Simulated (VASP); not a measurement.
# Ge (P6_3/mmc) in VASP: further runs

Ge is run at these levels: PBEsol; tasks: single point, relaxation of cell and atoms.

Everything below comes from runs of VASP 6.6.1. Logs are shortened: lines on timing, memory, paths and dates and some standing lists are left out, and cuts for length are marked.

## 1. The cell of the first run

Symmetry: P6_3/mmc, No. 194, hexagonal system. The conventional cell has a = 3.999 Å, b = 3.999 Å, c = 6.592 Å, α = 90.00°, β = 90.00°, γ = 120.00°. Within 3.2 Å of Ge (site symmetry 3m) lie 4 Ge at 2.45 to 2.47 Å.

This isn't the form of Ge at room conditions, which is diamond.

## 2. Single point, PBEsol

The input, INCAR:

```
ALGO     = Normal         # electronic algorithm
EDIFF    = 1E-7           # SCF threshold, eV
ENCUT    = 520            # plane-wave cutoff, eV
GGA      = PS             # functional
ISIF     = 2              # what is computed and relaxed
ISMEAR   = 0              # smearing method
LASPH    = True           # aspherical terms in the spheres
LCHARG   = False          # write CHGCAR
LREAL    = False          # projectors in reciprocal space
LWAVE    = False          # write WAVECAR
NBANDS   = 36             # bands
NELM     = 100            # most SCF steps
PREC     = Accurate       # precision mode
SIGMA    = 0.01           # smearing width, eV
```

The input, KPOINTS:

```
k-points
0
Gamma
  12 12 6
```

The input, POSCAR:

```
Ge
1.0
    3.9986408891      0.0000000000      0.0000000000
   -1.9993204446      3.4629245905      0.0000000000
    0.0000000000      0.0000000000      6.5920610803
Ge
4
Direct
    0.6666666667      0.3333333333      0.0627779752
    0.3333333333      0.6666666667      0.5627779752
    0.6666666667      0.3333333333      0.4372220248
    0.3333333333      0.6666666667      0.9372220248
```

Potentials or basis: VASP PAW PBE potentials, release 64 (Ge_d).

Started as:

```
$ cat potpaw_PBE.64/Ge_d/POTCAR > POTCAR
$ mpirun -np 1 vasp_std > vasp.out
```

OUTCAR:

```text
EDIFF = 1E-7
   ENCUT = 520
   GGA = PS
   ISIF = 2
   ISMEAR = 0
   LASPH = True
   LREAL = False
   NELM = 100
   PREC = Accurate

 ion  position               nearest neighbor table
   1  0.667  0.333  0.063-   4 2.45   4 2.45   4 2.45   3 2.47
   2  0.333  0.667  0.563-   3 2.45   3 2.45   3 2.45   4 2.47
   3  0.667  0.333  0.437-   2 2.45   2 2.45   2 2.45   1 2.47
   4  0.333  0.667  0.937-   1 2.45   1 2.45   1 2.45   2 2.47

  LATTYP: Found a hexagonal cell.
 ALAT       =     3.9986408891
 C/A-ratio  =     1.6485754193

  Lattice vectors:

 A1 = (   3.9986408891,   0.0000000000,   0.0000000000)
 A2 = (  -1.9993204446,   3.4629245905,   0.0000000000)
 A3 = (   0.0000000000,   0.0000000000,   6.5920610803)

Analysis of symmetry for initial positions (statically):
=====================================================================
 Subroutine PRICEL returns:
 Original cell was already a primitive cell.

 Routine SETGRP: Setting up the symmetry group for a
 hexagonal supercell.

 Subroutine GETGRP returns: Found 24 space group operations
 (whereof 12 operations were pure point group operations)
 out of a pool of 24 trial point group operations.

The static configuration has the point symmetry D_3d.
 The point group associated with its full space group is D_6h.

Analysis of symmetry for dynamics (positions and initial velocities):
=====================================================================
 Subroutine PRICEL returns:
 Original cell was already a primitive cell.

 Routine SETGRP: Setting up the symmetry group for a
 hexagonal supercell.

 Subroutine GETGRP returns: Found 24 space group operations
 (whereof 12 operations were pure point group operations)
 out of a pool of 24 trial point group operations.

The dynamic configuration has the point symmetry D_3d.
 The point group associated with its full space group is D_6h.

 Subroutine INISYM returns: Found 24 space group operations
 (whereof 12 operations are pure point group operations),
 and found     1 'primitive' translations

----------------------------------------------------------------------------------------

                                     Primitive cell

  volume of cell :      91.2802

[... 84 lines left out ...]
   ISTART =      0    job   : 0-new  1-cont  2-samecut
   ICHARG =      2    charge: 1-file 2-atom 10-const
   ISPIN  =      1    spin polarized calculation?
   LNONCOLLINEAR =      F non collinear calculations
   LSORBIT =      F    spin-orbit coupling
   LASPH  =      T    aspherical Exc in radial PAW
   ENCUT  =  520.0 eV  38.22 Ry    6.18 a.u.   7.43  7.43 12.26*2*pi/ulx,y,z
   NELM   =    100;   NELMIN=  2; NELMDL= -5     # of ELM steps
   EDIFF  = 0.1E-06   stopping-criterion for ELM
   LREAL  =      F    real-space projection
   EDIFFG = 0.1E-05   stopping-criterion for IOM
   NSW    =      0    number of steps for IOM
   IBRION =     -1    ionic relax: 0-MD 1-quasi-New 2-CG
   NFREE  =      0    steps in history (QN), initial steepest desc. (CG)
   ISIF   =      2    stress and relaxation
   ISYM   =      2    0-nonsym 1-usesym 2-fastsym
   POTIM  = 0.5000    time-step for ionic-motion
   TEBEG  =    0.0;   TEEND  =   0.0 temperature during run
   PSTRESS=    0.0 pullay stress
   NELECT =      56.0000    total number of electrons
   NUPDOWN=      -1.0000    fix difference up-down
   EMIN   =  10.00;   EMAX   =-10.00  energy-range for DOS
   EFERMI =   0.00;   METHOD = LEGACY
   ISMEAR =     0;   SIGMA  =   0.01  broadening in eV -4-tet -1-fermi 0-gaus
   EFERMI_NEDOS =   21; number of points for ismear=-14 and -15
   IALGO  =     38    algorithm
   IMIX   =      4    mixing-type and parameters
     AMIX     =   0.40;   BMIX     =  1.00
     AMIX_MAG =   1.60;   BMIX_MAG =  1.00
  volume/ion in A,a.u.               =      22.82       154.00
  Fermi-wavevector in a.u.,A,eV,Ry     =   1.391058  2.628719 26.327856  1.935043
  Thomas-Fermi vector in A             =   2.514934
   LORBIT       =      0    0 simple, 1 ext, 2 COOP (PROOUT), +10 PAW based schemes
   GGA     = PS    functional components
   LHFCALC =     F    Hartree Fock is set to
   AEXX    =    0.0000 exact exchange contribution
   IVDW    =     0    specifies the selected vdW correction
   LEPSILON=     F    determine dielectric tensor
   LRPA    =     F    only Hartree local field effects (RPA)
 non-spin polarized calculation
 Gauss-broadening in eV      SIGMA  =   0.01
  energy-cutoff  :      520.00
  volume of cell :       91.28
 maximum number of plane-waves:      2491
 NGX is ok and might be reduce to    30
   NGX = 15   NGY = 15   NGZ = 25

 number of electron      56.0000051 magnetization

 Free energy of the ion-electron system (eV)
  ---------------------------------------------------
  ext. energy  EPLUGINS =         0.00000000
  ---------------------------------------------------
  free energy    TOTEN  =       -19.68420450 eV

  energy without entropy =      -19.68417476  energy(sigma->0) =      -19.68418963

 E-fermi :   4.7961     XC(G=0): -10.0855

 val. band max:        4.7897879304   @ k =   0.0833  -0.0000   0.0000
 cond. band min:       4.8045240548   @ k =   0.0000   0.0000   0.0000
 fundamental gap:      0.0147361244
 Fermi energy:         4.7961165685

 k-point     1 :       0.0000    0.0000    0.0000
  band No.  band energies     occupation
      1     -20.0072      2.00000
      2     -20.0072      2.00000
      3     -19.9696      2.00000
      4     -19.9688      2.00000
      5     -19.9688      2.00000
      6     -19.9557      2.00000
[... 925 lines left out ...]
     35      11.7701      0.00000
     36      12.4521      0.00000

 [... further k-points ...]
[... 5 lines left out ...]
  --------------------------------------------------------------------------------------
  -------------------------------------------------------------------------------------
  Total       -0.0672943     -0.0672943     -0.0444498      0.0000000      0.0000000      0.0000000
  in kB       -1.1811695     -1.1811695     -0.7801960      0.0000000      0.0000000      0.0000000
  external PRESSURE =      -1.0475117 kB  Pullay stress =       0.0000000 kB

 VOLUME and BASIS-vectors are now :
 -----------------------------------------------------------------------------
  energy-cutoff  :      520.00
  volume of cell :       91.28
      direct lattice vectors                 reciprocal lattice vectors
     3.998640889  0.000000000  0.000000000     0.250084973  0.144386627  0.000000000
    -1.999320445  3.462924591  0.000000000     0.000000000  0.288773253  0.000000000
     0.000000000  0.000000000  6.592061080     0.000000000  0.000000000  0.151697624

 POSITION                                       TOTAL-FORCE (eV/Angst)
 -----------------------------------------------------------------------------------
      1.99932      1.15431      0.41384         0.000000      0.000000      0.003160
     -0.00000      2.30862      3.70987         0.000000     -0.000000      0.003160
      1.99932      1.15431      2.88219        -0.000000      0.000000     -0.003160
     -0.00000      2.30862      6.17822        -0.000000     -0.000000     -0.003160
 -----------------------------------------------------------------------------------
    total drift:                               -0.000000      0.000000      0.000000

  FREE ENERGIE OF THE ION-ELECTRON SYSTEM (eV)
  ---------------------------------------------------
  free  energy   TOTEN  =       -19.6842045017 eV

  energy  without entropy=      -19.6841747590  energy(sigma->0) =      -19.68418963
```

OSZICAR:

```text
N       E                     dE             d eps       ncg     rms          rms(c)
DAV:   1     0.489775234565E+03    0.48978E+03   -0.28293E+04  6472   0.429E+03
DAV:   2     0.661114727096E+02   -0.42366E+03   -0.41244E+03  5472   0.805E+02
DAV:   3    -0.152727242977E+02   -0.81384E+02   -0.80401E+02  5896   0.206E+02
DAV:   4    -0.198912519056E+02   -0.46185E+01   -0.46001E+01  6512   0.571E+01
DAV:   5    -0.199846793668E+02   -0.93427E-01   -0.93400E-01  6092   0.906E+00    0.458E+00
DAV:   6    -0.197802117805E+02    0.20447E+00   -0.99860E-02  6612   0.285E+00    0.260E+00
DAV:   7    -0.196814023253E+02    0.98809E-01   -0.13752E-01  5904   0.272E+00    0.206E-01
DAV:   8    -0.196836468274E+02   -0.22445E-02   -0.15587E-02  6132   0.127E+00    0.104E-01
DAV:   9    -0.196841589372E+02   -0.51211E-03   -0.49021E-04  6396   0.141E-01    0.274E-02
DAV:  10    -0.196841976384E+02   -0.38701E-04   -0.92295E-05  7088   0.123E-01    0.788E-03
DAV:  11    -0.196842039929E+02   -0.63545E-05   -0.10053E-05  5980   0.184E-02    0.291E-03
DAV:  12    -0.196842045797E+02   -0.58688E-06   -0.80573E-07  5300   0.640E-03    0.785E-04
DAV:  13    -0.196842045017E+02    0.78011E-07   -0.74138E-08  4124   0.274E-03
   1 F= -.19684205E+02 E0= -.19684190E+02  d E =-.297427E-04
```

Wall time 4.2 min (1 thread of AMD EPYC 7R43 (Zen 3), shared host); peak memory 0.28 GiB.

Results:

```yaml
Free_energy: -19.6842 eV
Pressure: -0.1 GPa
Largest_force: 0.003 eV/Å
Band_gap_on_the_k_mesh: zero (bands 28 and 29 overlap by 0.03 eV)
```

Forces in eV/Å, atoms in the order of the input:
```
Ge   0.000  0.000  0.003
Ge   0.000  0.000  0.003
Ge   0.000  0.000 -0.003
Ge   0.000  0.000 -0.003
```

Caveat: semilocal functionals underestimate gaps, and a narrow one can read as zero; the PAW data sets were made with another functional, which shifts forces and pressure a little.

(Continued in part 2 of 3.)

The gap in the log of VASP goes by the Fermi energy; the results here count the filled bands.